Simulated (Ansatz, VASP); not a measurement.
## GaAs in VASP and in Ansatz

```xyz
2
Lattice="0.0000 2.8017 2.8017 2.8017 0.0000 2.8017 2.8017 2.8017 0.0000" Properties=species:S:1:pos:R:3 pbc="T T T"
Ga    0.0000    0.0000    0.0000
As    4.2025    4.2025    4.2025
```

Alike in both runs: functional LDA; k mesh 12 × 12 × 12; occupations gaussian, width 0.1 eV; no spin polarisation.

Ansatz relaxed the structure, and its values are those at the end. VASP's run is a single point on that final structure, the one shown.

|  | VASP | Ansatz |
| --- | --- | --- |
| version | VASP 6.6.1 | Ansatz 0.2.0 |
| potentials or method | VASP PAW LDA potentials, release 64 (Ga_d, As), cutoff 520 eV | scalar-relativistic, plane waves, PAW |
| valence electrons in the cell | 18 | 28 |

```tsv
	VASP	Ansatz	Ansatz less VASP
gap on the k mesh at the Fermi level (eV)	0.54	0.49	-0.049
least direct gap on the mesh (eV)	0.54	0.49	-0.049
pressure (GPa)	0.3	0.0	-0.32
```

LDA's correlation is that of Perdew and Zunger in VASP and of Perdew and Wang (1992) in Ansatz. VASP's potentials hold 18 valence electrons a cell and Ansatz's 28, so a difference there can come from the potentials and not from the codes.
